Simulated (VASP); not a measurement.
# BN (Fmm2) in VASP: a series of runs, part 2 of 3

VASP 6.6.1.

### 4 Single point, PBE+D3(BJ) (all N atoms moved -0.100 Å, as atom 2 along Cartesian [0 0 1])

INCAR reads:

```
SYSTEM = BN
PREC = Accurate
ENCUT = 520
EDIFF = 1E-7
ISMEAR = 0
SIGMA = 0.05
LREAL = .False.
LASPH = .True.
NELM = 60
ALGO = Normal
ISIF = 2
LWAVE = .False.
LCHARG = .False.
GGA = PE
IVDW = 12
NBANDS = 11
```

KPOINTS reads:

```
regular mesh
0
Gamma
  12 12 12
  0 0 0
```

POSCAR reads:

```
BN
1.0
    0.0000000000      3.3394821895      2.1688319106
    1.2538424675      0.0000000000      2.1688319106
    1.2538424675      3.3394821895      0.0000000000
B N
1 1
Direct
    0.0001068737      0.0001068737      0.9998931263
    0.6435392320      0.6435392320      0.3564607680
```

Potentials or basis: VASP PAW PBE potentials, release 64 (B, N).

The run is started by

```bash
$ cat potpaw_PBE.64/B/POTCAR potpaw_PBE.64/N/POTCAR > POTCAR
$ mpirun -np 1 vasp_std > vasp.out
```

OUTCAR:

```text
SYSTEM = BN
   PREC = Accurate
   ENCUT = 520
   EDIFF = 1E-7
   ISMEAR = 0
   LREAL = .False.
   LASPH = .True.
   NELM = 60
   ISIF = 2
   GGA = PE
   IVDW = 12
 IVDW          = 12

 ion  position               nearest neighbor table
   1  0.000  0.000  1.000-   2 1.40   2 1.40   2 1.55
   2  0.644  0.644  0.356-   1 1.40   1 1.40   1 1.55

  LATTYP: Found a face centered orthorhombic cell.
 ALAT       =     2.5076849350
 B/A-ratio  =     1.7297483271
 C/A-ratio  =     2.6633985338

  Lattice vectors:

 A1 = (   0.0000000000,   3.3394821895,   2.1688319106)
 A2 = (  -1.2538424675,   3.3394821895,   0.0000000000)
 A3 = (  -1.2538424675,   0.0000000000,   2.1688319106)

Analysis of symmetry for initial positions (statically):
=====================================================================
 Subroutine PRICEL returns:
 Original cell was already a primitive cell.

 Routine SETGRP: Setting up the symmetry group for a
 face centered orthorhombic supercell.

 Subroutine GETGRP returns: Found  4 space group operations
 (whereof  4 operations were pure point group operations)
 out of a pool of  8 trial point group operations.

The static configuration has the point symmetry C_2v.

Analysis of symmetry for dynamics (positions and initial velocities):
=====================================================================
 Subroutine PRICEL returns:
 Original cell was already a primitive cell.

 Routine SETGRP: Setting up the symmetry group for a
 face centered orthorhombic supercell.

 Subroutine GETGRP returns: Found  4 space group operations
 (whereof  4 operations were pure point group operations)
 out of a pool of  8 trial point group operations.

The dynamic configuration has the point symmetry C_2v.

 Subroutine INISYM returns: Found  4 space group operations
 (whereof  4 operations are pure point group operations),
 and found     1 'primitive' translations

----------------------------------------------------------------------------------------

                                     Primitive cell

  volume of cell :      18.1626

  direct lattice vectors                    reciprocal lattice vectors
     0.000000000  3.339482189  2.168831911    -0.398774179  0.149723811  0.230538843
     1.253842467  0.000000000  2.168831911     0.398774179 -0.149723811  0.230538843
     1.253842467  3.339482189  0.000000000     0.398774179  0.149723811 -0.230538843

  length of vectors
     3.981955945  2.505185181  3.567108385     0.484341020  0.484341020  0.484341020

  position of ions in fractional coordinates (direct lattice)
     0.000106874  0.000106874  0.999893126
     0.643539232  0.643539232  0.356460768

  ion indices of the primitive-cell ions
   primitive index   ion index
                 1           1
                 2           2

----------------------------------------------------------------------------------------

 KPOINTS: regular mesh

Automatic generation of k-mesh.
 Grid dimensions read from file:
 generate k-points for:   12   12   12

 Generating k-lattice:

  Cartesian coordinates                     Fractional coordinates (reciprocal lattice)
    -0.033231182  0.012476984  0.019211570     0.083333333  0.000000000 -0.000000000
     0.033231182 -0.012476984  0.019211570     0.000000000  0.083333333  0.000000000
     0.033231182  0.012476984 -0.019211570    -0.000000000 -0.000000000  0.083333333
[... 40 lines left out ...]
   number of dos      NEDOS =    301   number of ions     NIONS =      2
   total plane-waves  NPLWV =  16800
   dimension x,y,z NGX =    30 NGY =   20 NGZ =   28
   dimension x,y,z NGXF=    60 NGYF=   40 NGZF=   56
   ions per type =               1   1
   NGX,Y,Z   is equivalent  to a cutoff of  12.52, 13.27, 13.05 a.u.
   NGXF,Y,Z  is equivalent  to a cutoff of  25.05, 26.54, 26.10 a.u.
 SYSTEM =  BN
   PREC   = accura    normal or accurate (medium, high low for compatibility)
   ISTART =      0    job   : 0-new  1-cont  2-samecut
   ICHARG =      2    charge: 1-file 2-atom 10-const
   ISPIN  =      1    spin polarized calculation?
   LNONCOLLINEAR =      F non collinear calculations
   LSORBIT =      F    spin-orbit coupling
   LASPH  =      T    aspherical Exc in radial PAW
   ENCUT  =  520.0 eV  38.22 Ry    6.18 a.u.   7.40  4.66  6.63*2*pi/ulx,y,z
   NELM   =     60;   NELMIN=  2; NELMDL= -5     # of ELM steps
   EDIFF  = 0.1E-06   stopping-criterion for ELM
   LREAL  =      F    real-space projection
   EDIFFG = 0.1E-05   stopping-criterion for IOM
   NSW    =      0    number of steps for IOM
   IBRION =     -1    ionic relax: 0-MD 1-quasi-New 2-CG
   NFREE  =      0    steps in history (QN), initial steepest desc. (CG)
   ISIF   =      2    stress and relaxation
   ISYM   =      2    0-nonsym 1-usesym 2-fastsym
   POTIM  = 0.5000    time-step for ionic-motion
   TEBEG  =    0.0;   TEEND  =   0.0 temperature during run
   PSTRESS=    0.0 pullay stress
   NELECT =       8.0000    total number of electrons
   NUPDOWN=      -1.0000    fix difference up-down
   EMIN   =  10.00;   EMAX   =-10.00  energy-range for DOS
   EFERMI =   0.00;   METHOD = LEGACY
   ISMEAR =     0;   SIGMA  =   0.05  broadening in eV -4-tet -1-fermi 0-gaus
   EFERMI_NEDOS =   21; number of points for ismear=-14 and -15
   IALGO  =     38    algorithm
   IMIX   =      4    mixing-type and parameters
     AMIX     =   0.40;   BMIX     =  1.00
     AMIX_MAG =   1.60;   BMIX_MAG =  1.00
  volume/ion in A,a.u.               =       9.08        61.28
  Fermi-wavevector in a.u.,A,eV,Ry     =   1.245601  2.353844 21.109725  1.551521
  Thomas-Fermi vector in A             =   2.379816
   LORBIT       =      0    0 simple, 1 ext, 2 COOP (PROOUT), +10 PAW based schemes
   GGA     = PE    functional components
   LHFCALC =     F    Hartree Fock is set to
   AEXX    =    0.0000 exact exchange contribution
   IVDW    =    12    specifies the selected vdW correction
   LEPSILON=     F    determine dielectric tensor
   LRPA    =     F    only Hartree local field effects (RPA)
 non-spin polarized calculation
 Gauss-broadening in eV      SIGMA  =   0.05
  energy-cutoff  :      520.00
  volume of cell :       18.16
 maximum number of plane-waves:       505
 NGX is ok and might be reduce to    30
   NGX = 15   NGY =  9   NGZ = 13

 number of electron       8.0000000 magnetization

 Free energy of the ion-electron system (eV)
  ---------------------------------------------------
  ext. energy  EPLUGINS =         0.00000000
  ---------------------------------------------------
  free energy    TOTEN  =       -17.39106536 eV

  energy without entropy =      -17.39106536  energy(sigma->0) =      -17.39106536

 E-fermi :   2.6055     XC(G=0): -10.0280

 val. band max:        2.3378858030   @ k =   0.5000  -0.3333   0.1667
 cond. band min:       6.5719088068   @ k =   0.5000   0.0000   0.0000
 fundamental gap:      4.2340230038
 Fermi energy:         2.6054673597

 k-point     1 :       0.0000    0.0000    0.0000
  band No.  band energies     occupation
      1     -15.5763      2.00000
      2      -1.9315      2.00000
      3      -0.2598      2.00000
      4       2.0566      2.00000
      5       7.4085      0.00000
      6      12.2825      0.00000
      7      15.3681      0.00000
      8      15.5254      0.00000
      9      16.9732      0.00000
     10      27.7607      0.00000
     11      30.1014      0.00000
[... 309 lines left out ...]
 k-point    24 :      -0.4167    0.1667    0.0000
  band No.  band energies     occupation
      1     -12.2177      2.00000
      2      -6.4545      2.00000
      3      -2.9427      2.00000
      4       1.7788      2.00000
      5       6.7231      0.00000
      6      13.6636      0.00000
      7      15.8265      0.00000
      8      17.8386      0.00000
      9      21.2027      0.00000
     10      23.0486      0.00000
     11      24.8725      0.00000

 [... further k-points ...]

------------------------ aborting loop because EDIFF is reached ----------------------------------------

 Edisp (eV)   -0.27995

 E8    (eV) :    -0.0820

  FORCE on cell =-STRESS in cart. coord.  units (eV):
  Direction    XX          YY          ZZ          XY          YZ          ZX
  --------------------------------------------------------------------------------------
  -------------------------------------------------------------------------------------
  Total       1.70640    -0.03406    -0.53755     0.00000     0.00000     0.00000
  in kB     150.52710    -3.00450   -47.41934     0.00000     0.00000     0.00000
  external pressure =       33.37 kB  Pullay stress =        0.00 kB

 VOLUME and BASIS-vectors are now :
 -----------------------------------------------------------------------------
  energy-cutoff  :      520.00
  volume of cell :       18.16
      direct lattice vectors                 reciprocal lattice vectors
     0.000000000  3.339482189  2.168831911    -0.398774179  0.149723811  0.230538843
     1.253842467  0.000000000  2.168831911     0.398774179 -0.149723811  0.230538843
     1.253842467  3.339482189  0.000000000     0.398774179  0.149723811 -0.230538843

 POSITION                                       TOTAL-FORCE (eV/Angst)
 -----------------------------------------------------------------------------------
      1.25384      3.33948      0.00046         0.000000      0.000000     -3.485229
      1.25384      3.33948      2.79146         0.000000      0.000000      3.485229
 -----------------------------------------------------------------------------------
    total drift:                                0.000003      0.000004     -0.000074

  FREE ENERGIE OF THE ION-ELECTRON SYSTEM (eV)
  ---------------------------------------------------
  free  energy   TOTEN  =       -17.6710182690 eV

  energy  without entropy=      -17.6710182690  energy(sigma->0) =      -17.67101827
```

stdout:

```text
POSCAR found type information on POSCAR B N
 POSCAR found :  2 types and       2 ions
 scaLAPACK will be used
 LDA part: xc-table for (Slater+PW92), standard interpolation
 POSCAR, INCAR and KPOINTS ok, starting setup
 FFT: planning ... GRIDC
 FFT: planning ... GRID_SOFT
 FFT: planning ... GRID
 WAVECAR not read
 entering main loop
```

Wall time 43 s (1 thread of AMD EPYC 9R45 (Zen 5), shared host); peak memory 0.16 GiB.

What came out:

```yaml
Free_energy: -17.6710 eV
Pressure: 3.3 GPa
Largest_force: 3.485 eV/Å
Band_gap_on_the_k_mesh: 4.23 eV, indirect (least direct gap 4.70 eV)
Dispersion_energy_per_atom: -0.140 eV
```

Forces on the atoms (eV/Å):
```
B    0.000  0.000 -3.485
N    0.000  0.000  3.485
```

Stress tensor (GPa, compression positive):
```
15.05  0.00  0.00
 0.00 -0.30  0.00
 0.00  0.00 -4.74
```

Levels at points of the mesh, in eV from the valence-band top:
```csv
k point,band 1,band 2,band 3,band 4,band 5,band 6,band 7,band 8,band 9
"(0.00, 0.00, 0.00)",-17.91,-4.27,-2.60,-0.28,5.07,9.94,13.03,13.19,14.64
"(0.50, 0.00, 0.00)",-14.81,-9.11,-3.83,-0.89,4.23,9.54,13.52,16.07,20.44
"(0.50, 0.50, 0.00)",-14.66,-8.89,-4.88,-0.78,6.85,9.18,12.52,14.00,19.03
"(0.50, 0.00, 0.50)",-17.63,-6.32,-2.63,-0.27,9.93,10.07,12.20,13.00,16.30
"(0.00, 0.50, 0.50)",-14.50,-8.63,-4.94,-2.01,4.42,9.67,14.52,18.33,20.22
```

Caveat: the cell differs from its parent crystal (all N atoms moved -0.100 Å, as atom 2 along Cartesian [0 0 1]); forces of over 1 eV/Å act on the atoms, so gaps and moduli don't describe the material at rest. A k mesh can miss the band edges.

### 5 Single point, PBE+D3(BJ) (all N atoms moved +0.050 Å, as atom 2 along Cartesian [0 0 1])

INCAR reads:

```
SYSTEM = BN
PREC     = Accurate       ! precision mode
ENCUT    = 520            ! plane-wave cutoff, eV
EDIFF    = 1E-7           ! SCF threshold, eV
ISMEAR   = 0              ! smearing method
SIGMA    = 0.05           ! smearing width, eV
LREAL    = .FALSE.        ! projectors in reciprocal space
LASPH    = .TRUE.         ! aspherical terms in the spheres
NELM     = 80             ! most SCF steps
ALGO     = Normal         ! electronic algorithm
ISIF     = 2              ! what is computed and relaxed
LWAVE    = .FALSE.        ! write WAVECAR
LCHARG   = .FALSE.        ! write CHGCAR
GGA      = PE             ! functional
IVDW     = 12             ! dispersion correction
NBANDS   = 11             ! bands
```

KPOINTS reads:

```
regular mesh
0
G
  12 12 12
  0 0 0
```

POSCAR, as its differences from that of step 4:

```diff
@@ -9,2 +9,2 @@
     0.0001068737      0.0001068737      0.9998931263
-    0.6435392320      0.6435392320      0.3564607680
+    0.6781200585      0.6781200585      0.3218799415
```

Potentials or basis: VASP PAW PBE potentials, release 64 (B, N).

The run is started by

```bash
$ cat potpaw_PBE.64/B/POTCAR potpaw_PBE.64/N/POTCAR > POTCAR
$ mpirun -np 1 vasp_std > vasp.out
```

OUTCAR:

```text
SYSTEM = BN
   PREC = Accurate
   ENCUT = 520
   EDIFF = 1E-7
   ISMEAR = 0
   LREAL = .FALSE.
   LASPH = .TRUE.
   NELM = 80
   ISIF = 2
   GGA = PE
   IVDW = 12
 IVDW          = 12

 ion  position               nearest neighbor table
   1  0.000  0.000  1.000-   2 1.40   2 1.47   2 1.47
   2  0.678  0.678  0.322-   1 1.40   1 1.47   1 1.47

  LATTYP: Found a face centered orthorhombic cell.
 ALAT       =     2.5076849350
 B/A-ratio  =     1.7297483271
 C/A-ratio  =     2.6633985338

  Lattice vectors:

 A1 = (   0.0000000000,   3.3394821895,   2.1688319106)
 A2 = (  -1.2538424675,   3.3394821895,   0.0000000000)
 A3 = (  -1.2538424675,   0.0000000000,   2.1688319106)

Analysis of symmetry for initial positions (statically):
=====================================================================
 Subroutine PRICEL returns:
 Original cell was already a primitive cell.

 Routine SETGRP: Setting up the symmetry group for a
 face centered orthorhombic supercell.

 Subroutine GETGRP returns: Found  4 space group operations
 (whereof  4 operations were pure point group operations)
 out of a pool of  8 trial point group operations.

The static configuration has the point symmetry C_2v.

Analysis of symmetry for dynamics (positions and initial velocities):
=====================================================================
 Subroutine PRICEL returns:
 Original cell was already a primitive cell.

 Routine SETGRP: Setting up the symmetry group for a
 face centered orthorhombic supercell.

 Subroutine GETGRP returns: Found  4 space group operations
 (whereof  4 operations were pure point group operations)
 out of a pool of  8 trial point group operations.

The dynamic configuration has the point symmetry C_2v.

 Subroutine INISYM returns: Found  4 space group operations
 (whereof  4 operations are pure point group operations),
 and found     1 'primitive' translations

----------------------------------------------------------------------------------------

                                     Primitive cell

[... 120 lines left out ...]
   LRPA    =     F    only Hartree local field effects (RPA)
 non-spin polarized calculation
 Gauss-broadening in eV      SIGMA  =   0.05
  energy-cutoff  :      520.00
  volume of cell :       18.16
 maximum number of plane-waves:       505
 NGX is ok and might be reduce to    30
   NGX = 15   NGY =  9   NGZ = 13

 number of electron       8.0000000 magnetization

 Free energy of the ion-electron system (eV)
  ---------------------------------------------------
  ext. energy  EPLUGINS =         0.00000000
  ---------------------------------------------------
  free energy    TOTEN  =       -17.52159078 eV

  energy without entropy =      -17.52159078  energy(sigma->0) =      -17.52159078

 E-fermi :   2.6680     XC(G=0): -10.0325

 val. band max:        2.3611193100   @ k =   0.4167  -0.4167   0.0833
 cond. band min:       5.6343760684   @ k =   0.0000   0.5000   0.5000
 fundamental gap:      3.2732567584
 Fermi energy:         2.6679524490

 k-point     1 :       0.0000    0.0000    0.0000
  band No.  band energies     occupation
      1     -15.5682      2.00000
      2      -1.9131      2.00000
      3       0.3297      2.00000
      4       1.4744      2.00000
      5       7.4180      0.00000
      6      13.1111      0.00000
      7      14.5623      0.00000
      8      15.3668      0.00000
      9      16.8895      0.00000
     10      27.8913      0.00000
     11      29.8566      0.00000
[... 309 lines left out ...]
 k-point    24 :      -0.4167    0.1667    0.0000
  band No.  band energies     occupation
      1     -12.0969      2.00000
      2      -6.2889      2.00000
      3      -3.3389      2.00000
      4       1.5805      2.00000
      5       7.2066      0.00000
      6      13.6511      0.00000
      7      15.7853      0.00000
      8      17.7413      0.00000
      9      20.9783      0.00000
     10      23.3751      0.00000
     11      25.0932      0.00000

 [... further k-points ...]

------------------------ aborting loop because EDIFF is reached ----------------------------------------

 Edisp (eV)   -0.27998

 E8    (eV) :    -0.0820

  FORCE on cell =-STRESS in cart. coord.  units (eV):
  Direction    XX          YY          ZZ          XY          YZ          ZX
  --------------------------------------------------------------------------------------
  -------------------------------------------------------------------------------------
  Total      -0.48298    -0.01233     0.85623     0.00000     0.00000     0.00000
  in kB     -42.60505    -1.08790    75.53061     0.00000     0.00000     0.00000
  external pressure =       10.61 kB  Pullay stress =        0.00 kB

 VOLUME and BASIS-vectors are now :
 -----------------------------------------------------------------------------
  energy-cutoff  :      520.00
  volume of cell :       18.16
      direct lattice vectors                 reciprocal lattice vectors
     0.000000000  3.339482189  2.168831911    -0.398774179  0.149723811  0.230538843
     1.253842467  0.000000000  2.168831911     0.398774179 -0.149723811  0.230538843
     1.253842467  3.339482189  0.000000000     0.398774179  0.149723811 -0.230538843

 POSITION                                       TOTAL-FORCE (eV/Angst)
 -----------------------------------------------------------------------------------
      1.25384      3.33948      0.00046         0.000000      0.000000      2.219092
      1.25384      3.33948      2.94146         0.000000      0.000000     -2.219092
 -----------------------------------------------------------------------------------
    total drift:                               -0.000005      0.000007      0.000004

  FREE ENERGIE OF THE ION-ELECTRON SYSTEM (eV)
  ---------------------------------------------------
  free  energy   TOTEN  =       -17.8015697882 eV

  energy  without entropy=      -17.8015697882  energy(sigma->0) =      -17.80156979
```

It took 42 s on 1 thread of AMD EPYC 9R45 (Zen 5), shared host; peak memory 0.16 GiB.

What came out:

- Free energy: -17.8016 eV
- Pressure: 1.1 GPa
- Largest force: 2.219 eV/Å
- Band gap on the k mesh: 3.27 eV, indirect (least direct gap 4.42 eV)
- Dispersion energy per atom: -0.140 eV

Forces on the atoms (eV/Å):
```
B    0.000  0.000  2.219
N    0.000  0.000 -2.219
```

Stress tensor (GPa, compression positive):
```
-4.26  0.00  0.00
 0.00 -0.11  0.00
 0.00  0.00  7.55
```

Levels at points of the mesh, in eV from the valence-band top:
```tsv
k point	band 1	band 2	band 3	band 4	band 5	band 6	band 7	band 8
(0.00, 0.00, 0.00)	-17.93	-4.27	-2.03	-0.89	5.06	10.75	12.20	13.01
(0.50, 0.00, 0.00)	-14.69	-8.97	-4.37	-1.16	4.74	9.65	13.48	16.10
(0.50, 0.50, 0.00)	-14.85	-9.23	-3.96	-0.25	5.58	9.45	12.19	13.98
(0.50, 0.00, 0.50)	-17.65	-6.32	-2.02	-0.93	10.03	10.61	11.69	12.68
(0.00, 0.50, 0.50)	-14.71	-8.97	-4.02	-1.45	3.27	9.85	14.89	18.93
```

Caveat: the cell differs from its parent crystal (all N atoms moved +0.050 Å, as atom 2 along Cartesian [0 0 1]); forces of over 1 eV/Å act on the atoms, so gaps and moduli don't describe the material at rest. A k mesh can miss the band edges.

[end of part 2 of 3]
